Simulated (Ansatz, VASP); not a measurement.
**Two plane-wave programs on Hg**

```
Hg
1.0
     3.11539    0.00000    0.06646
     0.00000    5.62000    0.00000
    -1.49261    0.00000    2.94098
Hg
2
Cartesian
  0.7388 1.4050 2.3933
  0.8840 4.2150 0.6142
```

Alike in both runs: task single point; functional PBE; k mesh 12 × 8 × 12; occupations gaussian, width 0.05 eV; no spin polarisation.

|  | VASP | Ansatz |
| --- | --- | --- |
| version | VASP 6.6.1 | Ansatz 0.2.0 |
| potentials or method | VASP PAW PBE potentials, release 64 (Hg), cutoff 520 eV | scalar-relativistic, plane waves, PAW |
| valence electrons in the cell | 24 | 40 |

VASP gave:

| Quantity | Value |
| --- | --- |
| gap on the k mesh at the Fermi level (eV) | none |
| pressure (GPa) | 2.3 |
| traceless stress, the component that is largest in VASP (GPa) | -0.95 |
| rms of the force components (eV/Å) | 0.014 |

**Question.** Which values does Ansatz return?

**Answer.** gap on the k mesh at the Fermi level (eV): none; pressure (GPa): 2.1; traceless stress, the component that is largest in VASP (GPa): -0.90; rms of the force components (eV/Å): 0.015.

Atom by atom the forces differ by 0.001 eV/Å (rms over components). A gap of «none» marks a metal or a gap that the smearing closes. VASP's potentials hold 24 valence electrons a cell and Ansatz's 40, so a difference there can come from the potentials and not from the codes.

Spin-orbit coupling is off throughout.
